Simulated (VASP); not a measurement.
# GaP (F-43m) in VASP: a series of runs

The runs below take GaP through vibrations by perturbation theory, with LDA.

Program: VASP 6.6.1. These are calculated values, not measurements. Logs are shortened: lines on timing, memory, paths and dates and some standing lists are left out, and cuts for length are marked.

### Step 1. The cell of the first run

Symmetry: F-43m, No. 216, cubic system. Conventional cell: a = 5.391 Å, b = 5.391 Å, c = 5.391 Å, α = 90.00°, β = 90.00°, γ = 90.00°. Within 3.1 Å of Ga (site symmetry -43m) lie 4 P at 2.33 Å. Within 3.1 Å of P (site symmetry -43m) lie 4 Ga at 2.33 Å.

### Step 2. Vibrations by perturbation theory, LDA

File INCAR:

```
SYSTEM = GaP
ALGO     = Normal         ! electronic algorithm
EDIFF    = 1E-8           ! SCF threshold, eV
ENCUT    = 520            ! plane-wave cutoff, eV
IBRION   = 8              ! ionic algorithm
ISIF     = 2              ! what is computed and relaxed
ISMEAR   = 0              ! smearing method
LASPH    = .True.         ! aspherical terms in the spheres
LCHARG   = .False.        ! write CHGCAR
LEPSILON = .True.         ! dielectric tensor by DFPT
LREAL    = .False.        ! projectors in reciprocal space
LWAVE    = .False.        ! write WAVECAR
NBANDS   = 16             ! bands
NELM     = 80             ! most SCF steps
NSW      = 1              ! ionic steps
PREC     = Accurate       ! precision mode
SIGMA    = 0.01           ! smearing width, eV
```

File KPOINTS:

```
k-points
0
Gamma
  6 6 6
  0 0 0
```

File POSCAR:

```
GaP
1.0
    0.0000000000      2.6956863855      2.6956863855
    2.6956863855      0.0000000000      2.6956863855
    2.6956863855      2.6956863855      0.0000000000
Ga P
1 1
Direct
    0.0000000000      0.0000000000      0.0000000000
    0.7500000000      0.7500000000      0.7500000000
```

Potentials or basis: VASP PAW LDA potentials, release 64 (Ga_d, P).

Command:

```sh
> cat potpaw_LDA.64/Ga_d/POTCAR potpaw_LDA.64/P/POTCAR > POTCAR
> mpirun -np 1 vasp_std > vasp.out
```

OUTCAR:

```text
SYSTEM = GaP
   EDIFF = 1E-8
   ENCUT = 520
   IBRION = 8
   ISIF = 2
   ISMEAR = 0
   LASPH = .True.
   LEPSILON = .True.
   LREAL = .False.
   NELM = 80
   NSW = 1
   PREC = Accurate

 ion  position               nearest neighbor table
   1  0.000  0.000  0.000-   2 2.33   2 2.33   2 2.33   2 2.33
   2  0.750  0.750  0.750-   1 2.33   1 2.33   1 2.33   1 2.33

  LATTYP: Found a face centered cubic cell.
 ALAT       =     5.3913727710

  Lattice vectors:

 A1 = (   0.0000000000,   2.6956863855,   2.6956863855)
 A2 = (   2.6956863855,   0.0000000000,   2.6956863855)
 A3 = (   2.6956863855,   2.6956863855,   0.0000000000)

Analysis of symmetry for initial positions (statically):
=====================================================================
 Subroutine PRICEL returns:
 Original cell was already a primitive cell.

 Routine SETGRP: Setting up the symmetry group for a
 face centered cubic supercell.

 Subroutine GETGRP returns: Found 24 space group operations
 (whereof 24 operations were pure point group operations)
 out of a pool of 48 trial point group operations.

The static configuration has the point symmetry T_d .

Analysis of symmetry for dynamics (positions and initial velocities):
=====================================================================
 Subroutine PRICEL returns:
 Original cell was already a primitive cell.

 Routine SETGRP: Setting up the symmetry group for a
 face centered cubic supercell.

 Subroutine GETGRP returns: Found 24 space group operations
 (whereof 24 operations were pure point group operations)
 out of a pool of 48 trial point group operations.

The dynamic configuration has the point symmetry T_d .

 Subroutine INISYM returns: Found 24 space group operations
 (whereof 24 operations are pure point group operations),
 and found     1 'primitive' translations

----------------------------------------------------------------------------------------

                                     Primitive cell

  volume of cell :      39.1776

  direct lattice vectors                    reciprocal lattice vectors
     0.000000000  2.695686386  2.695686386    -0.185481517  0.185481517  0.185481517
     2.695686386  0.000000000  2.695686386     0.185481517 -0.185481517  0.185481517
     2.695686386  2.695686386  0.000000000     0.185481517  0.185481517 -0.185481517

  length of vectors
     3.812276246  3.812276246  3.812276246     0.321263411  0.321263411  0.321263411

  position of ions in fractional coordinates (direct lattice)
     0.000000000  0.000000000  0.000000000
     0.750000000  0.750000000  0.750000000

  ion indices of the primitive-cell ions
   primitive index   ion index
                 1           1
                 2           2

----------------------------------------------------------------------------------------

 KPOINTS: k-points

Automatic generation of k-mesh.
 Grid dimensions read from file:
 generate k-points for:    6    6    6

 Generating k-lattice:

[... 441 lines left out ...]

 Free energy of the ion-electron system (eV)
  ---------------------------------------------------
  ---------------------------------------------------
  free energy    TOTEN  =        -1.39799242 eV

  energy without entropy =       -1.39799242

------------------------ aborting loop because EDIFF is reached ----------------------------------------

--------------------------------------- Ionic step        2  -------------------------------------------

------------------------ aborting loop because EDIFF is reached ----------------------------------------

--------------------------------------- Ionic step        3  -------------------------------------------

------------------------ aborting loop because EDIFF is reached ----------------------------------------

 PIEZOELECTRIC TENSOR FIELD DIRECTION 3  (e Angst)
 -----------------------------------------------------------------------------
     0.00002  2.05129  0.00000           (  0.00000  0.03930  0.00000)
     2.05129  0.00002  0.00000           (  0.03930  0.00000  0.00000)
     0.00000  0.00000 -0.00126           (  0.00000  0.00000 -0.00000)

 PIEZOELECTRIC TENSOR FIELD DIRECTION 3  (C/m^2)
 -----------------------------------------------------------------------------
     0.00001  0.83888  0.00000
     0.83888  0.00001  0.00000
     0.00000  0.00000 -0.00052

--------------------------------------- Ionic step        4  -------------------------------------------

------------------------ aborting loop because EDIFF is reached ----------------------------------------

[... ionic steps 5 to 6 ...]

--------------------------------------- Ionic step        7  -------------------------------------------

 Free energy of the ion-electron system (eV)
  ---------------------------------------------------
  ---------------------------------------------------
  free energy    TOTEN  =        -0.04772683 eV

  energy without entropy =       -0.04772683

------------------------ aborting loop because EDIFF is reached ----------------------------------------

 INTERNAL STRAIN TENSOR  FOR ION    2  DIRECTION 1   (eV/Angst):
 -----------------------------------------------------------------------------
    -0.02110  0.00000  0.00000
     0.00000  0.01315  7.69830
     0.00000  7.69830  0.01315

 MACROSCOPIC STATIC DIELECTRIC TENSOR (including local field effects in DFT)
 ------------------------------------------------------
          13.284521     0.000000     0.000000
           0.000000    13.284521     0.000000
          -0.000000    -0.000000    13.284521
 ------------------------------------------------------

 PIEZOELECTRIC TENSOR (including local field effects)  for field in x, y, z        (e  Angst)
          XX          YY          ZZ          XY          YZ          ZX
  --------------------------------------------------------------------------------
  x    -0.00000     0.00000    -0.00000     0.00000     2.06314     0.00000
  y     0.00000     0.00000    -0.00000     0.00000     0.00000     2.06314
  z    -0.00000     0.00000     0.00000     2.06314     0.00000     0.00000

 PIEZOELECTRIC TENSOR (including local field effects)  for field in x, y, z        (C/m^2)
          XX          YY          ZZ          XY          YZ          ZX
  --------------------------------------------------------------------------------
  x    -0.00000     0.00000    -0.00000     0.00000     0.84372     0.00000
  y     0.00000     0.00000    -0.00000     0.00000     0.00000     0.84372
  z    -0.00000     0.00000     0.00000     0.84372     0.00000     0.00000

 BORN EFFECTIVE CHARGES (including local field effects) (in |e|, cummulative output)
 ---------------------------------------------------------------------------------
 ion    1
    1     2.27089     0.00000     0.00000
    2     0.00000     2.27089     0.00000
    3     0.00000     0.00000     2.27089
 ion    2
    1    -2.27089     0.00000     0.00000
    2     0.00000    -2.27089     0.00000
    3     0.00000     0.00000    -2.27089

 INTERNAL STRAIN TENSOR FOR ION    2 for displacements in x,y,z  (eV/Angst):
          X           Y           Z          XY          YZ          ZX
  --------------------------------------------------------------------------------
  x     0.00000     0.00000     0.00000     0.00000     7.69830     0.00000
  y     0.00000    -0.00000     0.00000     0.00000     0.00000     7.69830
  z     0.00000     0.00000     0.00000     7.69830     0.00000     0.00000

 SECOND DERIVATIVES (NOT SYMMETRIZED)
 ------------------------------------
               1X          1Y          1Z          2X          2Y          2Z
  1X   -10.528015    0.000000    0.000000   10.528015    0.000000    0.000000
  1Y     0.000000  -10.528015    0.000000    0.000000   10.528015    0.000000
  1Z     0.000000    0.000000  -10.528015    0.000000    0.000000   10.528015
  2X    10.520072    0.000000    0.000000  -10.520072    0.000000    0.000000
  2Y     0.000000   10.520072    0.000000    0.000000  -10.520072    0.000000
  2Z     0.000000    0.000000   10.520072    0.000000    0.000000  -10.520072

 Eigenvectors and eigenvalues of the dynamical matrix
 ----------------------------------------------------

   1 f  =   10.950454 THz    68.803729 2PiTHz  365.267812 cm-1    45.287417 meV
             X         Y         Z           dx          dy          dz
      0.000000  0.000000  0.000000     0.000000    0.000000   -0.554758
      4.043530  4.043530  4.043530     0.000000    0.000000    0.832012
[... 21 lines left out ...]
   6 f/i=    0.001907 THz     0.011984 2PiTHz    0.063623 cm-1     0.007888 meV
             X         Y         Z           dx          dy          dz
      0.000000  0.000000  0.000000    -0.000050   -0.202025   -0.807111
      4.043530  4.043530  4.043530    -0.000034   -0.134704   -0.538156

--------------------------------------------------------------------------------------------------------

 MACROSCOPIC STATIC DIELECTRIC TENSOR IONIC CONTRIBUTION
 ------------------------------------------------------
           2.263282     0.000000     0.000000
           0.000000     2.263282     0.000000
           0.000000     0.000000     2.263282
 ------------------------------------------------------

 ELASTIC MODULI CONTR FROM IONIC RELAXATION (kBar)
 Direction    XX          YY          ZZ          XY          YZ          ZX
 --------------------------------------------------------------------------------
 XX          -0.0000      0.0000      0.0000     -0.0000      0.0000     -0.0000
 YY           0.0000     -0.0000      0.0000     -0.0000     -0.0000      0.0000
 ZZ           0.0000      0.0000     -0.0000      0.0000     -0.0000     -0.0000
 XY          -0.0000     -0.0000      0.0000   -228.1674      0.0000      0.0000
 YZ           0.0000     -0.0000     -0.0000      0.0000   -228.1674      0.0000
 ZX          -0.0000      0.0000     -0.0000      0.0000      0.0000   -228.1674
 --------------------------------------------------------------------------------

 PIEZOELECTRIC TENSOR IONIC CONTR  for field in x, y, z        (C/m^2)
          XX          YY          ZZ          XY          YZ          ZX
  --------------------------------------------------------------------------------
  x     0.00000    -0.00000    -0.00000     0.00000    -0.67619     0.00000
  y    -0.00000     0.00000    -0.00000     0.00000     0.00000    -0.67619
  z    -0.00000    -0.00000     0.00000    -0.67619     0.00000     0.00000
```

It took 3.3 min on 1 thread of Intel Xeon Platinum 8375C at 2.90GHz (Ice Lake), shared host; peak memory 0.2 GiB.

What came out:

```
Electronic dielectric tensor (diagonal)                 : 13.28
Born charges (mean of the diagonal)                     : Ga +2.27; P -2.27 e
Highest phonon frequency at Γ, LO-TO splitting left out : 365 cm⁻¹
```

Phonon frequencies in cm⁻¹ (negative: imaginary):
```csv
q point,frequencies
"(0.000, 0.000, 0.000)",0 0 0 365 365 365
```

Electronic dielectric tensor:
```
13.28  0.00  0.00
 0.00 13.28  0.00
 0.00  0.00 13.28
```

Born effective charge tensors (e):
atom 1, Ga
```
2.27 0.00 0.00
0.00 2.27 0.00
0.00 0.00 2.27
```
atom 2, P
```
-2.27  0.00  0.00
 0.00 -2.27  0.00
 0.00  0.00 -2.27
```

### Step 3. Vibrations by perturbation theory, LDA

File INCAR:

```
ALGO = Normal ; EDIFF = 1E-8
ENCUT = 520 ; IBRION = 8
ISIF = 2 ; ISMEAR = 0
LASPH = T ; LCHARG = T
LREAL = F ; LWAVE = F
NBANDS = 16 ; NELM = 100
NSW = 1 ; PREC = Accurate
SIGMA = 0.01
```

File KPOINTS:

```
k-points
0
Gamma
  6 6 6
```

POSCAR is that of step 2.

Potentials or basis: VASP PAW LDA potentials, release 64 (Ga_d, P).

Command:

```sh
> cat potpaw_LDA.64/Ga_d/POTCAR potpaw_LDA.64/P/POTCAR > POTCAR
> mpirun -np 1 vasp_std > vasp.out
```

OUTCAR:

```text
EDIFF = 1E-8
   ENCUT = 520
   IBRION = 8
   ISIF = 2
   ISMEAR = 0
   LASPH = T
   LREAL = F
   NELM = 100
   NSW = 1
   PREC = Accurate

 ion  position               nearest neighbor table
   1  0.000  0.000  0.000-   2 2.33   2 2.33   2 2.33   2 2.33
   2  0.750  0.750  0.750-   1 2.33   1 2.33   1 2.33   1 2.33

  LATTYP: Found a face centered cubic cell.
 ALAT       =     5.3913727710

  Lattice vectors:

 A1 = (   0.0000000000,   2.6956863855,   2.6956863855)
 A2 = (   2.6956863855,   0.0000000000,   2.6956863855)
[... 547 lines left out ...]
  1X   -10.528009    0.000000    0.000000   10.528009    0.000000    0.000000
  1Y     0.000000  -10.528009    0.000000    0.000000   10.528009    0.000000
  1Z     0.000000    0.000000  -10.528009    0.000000    0.000000   10.528009
  2X    10.520076    0.000000    0.000000  -10.520076    0.000000    0.000000
  2Y     0.000000   10.520076    0.000000    0.000000  -10.520076    0.000000
  2Z     0.000000    0.000000   10.520076    0.000000    0.000000  -10.520076

 Eigenvectors and eigenvalues of the dynamical matrix
 ----------------------------------------------------

   1 f  =   10.950454 THz    68.803732 2PiTHz  365.267830 cm-1    45.287419 meV
             X         Y         Z           dx          dy          dz
      0.000000  0.000000  0.000000    -0.000000   -0.554758   -0.000000
      4.043530  4.043530  4.043530     0.000000    0.832012   -0.000000
[... 21 lines left out ...]
   6 f/i=    0.001905 THz     0.011969 2PiTHz    0.063541 cm-1     0.007878 meV
             X         Y         Z           dx          dy          dz
      0.000000  0.000000  0.000000     0.032406    0.105413    0.824670
      4.043530  4.043530  4.043530     0.021607    0.070286    0.549863

--------------------------------------------------------------------------------------------------------

 ELASTIC MODULI CONTR FROM IONIC RELAXATION (kBar)
 Direction    XX          YY          ZZ          XY          YZ          ZX
 --------------------------------------------------------------------------------
 XX          -0.0000     -0.0000     -0.0000      0.0000      0.0000      0.0000
 YY          -0.0000     -0.0000     -0.0000      0.0000      0.0000      0.0000
 ZZ          -0.0000     -0.0000     -0.0000      0.0000      0.0000      0.0000
 XY           0.0000      0.0000      0.0000   -228.1685      0.0000      0.0000
 YZ           0.0000      0.0000      0.0000      0.0000   -228.1685      0.0000
 ZX           0.0000      0.0000      0.0000      0.0000      0.0000   -228.1685
 --------------------------------------------------------------------------------
```

OSZICAR:

```text
N       E                     dE             d eps       ncg     rms          rms(c)
DAV:   1     0.841952507526E+02    0.84195E+02   -0.89997E+03   528   0.161E+03
DAV:   2    -0.383263528052E+01   -0.88028E+02   -0.83081E+02   584   0.332E+02
[... 44 lines left out ...]
RMM:   5    -0.477479796113E-01   -0.76084E-05   -0.39138E-05  3107   0.202E-02    0.686E-03
RMM:   6    -0.477307155139E-01    0.17264E-04   -0.32511E-06  2936   0.687E-03    0.435E-03
RMM:   7    -0.477290020668E-01    0.17134E-05    0.13104E-06  3070   0.269E-03    0.345E-04
RMM:   8    -0.477271107009E-01    0.18914E-05    0.15101E-07  2979   0.833E-04    0.153E-04
RMM:   9    -0.477267840735E-01    0.32663E-06    0.39477E-08  3097   0.252E-04    0.154E-05
RMM:  10    -0.477268299399E-01   -0.45866E-07    0.30085E-09  3004   0.925E-05    0.318E-06
RMM:  11    -0.477268313978E-01   -0.14579E-08   -0.47497E-09  3123   0.396E-05    0.205E-06
 Linear response finished
```

stdout:

```text
POSCAR found type information on POSCAR GaP
 POSCAR found :  2 types and       2 ions
 scaLAPACK will be used
 LDA part: xc-table for (Slater(with rela. corr.)+CA(PZ))
 , standard interpolation
 POSCAR, INCAR and KPOINTS ok, starting setup
 FFT: planning ... GRIDC
 FFT: planning ... GRID_SOFT
 FFT: planning ... GRID
 WAVECAR not read
 entering main loop
 Linear response reoptimize wavefunctions to high precision
 Linear response DOF=           2
 Linear response progress:
 first order change of Fermi-energy   0.11930E-03
 force on displaced ion       1 direction 1 : -10.528  -0.000  -0.000
 Linear response progress:
 first order change of Fermi-energy  -0.34731E-04
 force on displaced ion       2 direction 1 : -10.520   0.000   0.000
 Linear response finished
```

Run time: 73 s. Hardware: 1 thread of Intel Xeon Platinum 8375C at 2.90GHz (Ice Lake), shared host; peak memory 0.2 GiB.

What came out:

```yaml
Highest_phonon_frequency_at_Γ_LO-TO_splitting_left_out: 365 cm⁻¹
```

Phonon frequencies in cm⁻¹ (negative: imaginary):
```csv
q point,frequencies
"(0.000, 0.000, 0.000)",0 0 0 365 365 365
```

(Continued in part 2 of 2.)
